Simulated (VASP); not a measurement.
**OH2: single point with PBE**

The system is OH2, in a box.

```
CELL_PARAMETERS angstrom
8.00000 0.00000 0.00000
0.00000 9.50800 0.00000
0.00000 0.00000 8.59800
ATOMIC_POSITIONS crystal
O 0.50000 0.50000 0.45361
H 0.50000 0.57932 0.52320
H 0.50000 0.42068 0.52320
```

```
Program             : VASP 6.6.1
Task                : single point
Functional          : PBE
Potentials or basis : VASP PAW PBE potentials, release 64 (O, H)
Cutoff              : 520 eV
k mesh              : 1 × 1 × 1
Occupations         : gaussian, width 0.01 eV
Spin                : no spin polarisation
```

The largest force is 0.518 eV/Å. The gap between the frontier levels is 6.09 eV.

Forces on the atoms (eV/Å):
```
O    0.000  0.000 -0.421
H    0.000  0.474  0.210
H    0.000 -0.474  0.210
```

Levels at points of the mesh, in eV from the valence-band top:
| k point | band 1 | band 2 | band 3 | band 4 | band 5 | band 6 | band 7 | band 8 | band 9 |
| --- | --- | --- | --- | --- | --- | --- | --- | --- | --- |
| (0.00, 0.00, 0.00) | -18.18 | -5.87 | -2.11 | 0.00 | 6.09 | 7.91 | 7.94 | 8.57 | 8.70 |

It took 70 s on 1 thread of Intel Xeon 8259CL (shared host), peak memory 0.59 GiB.
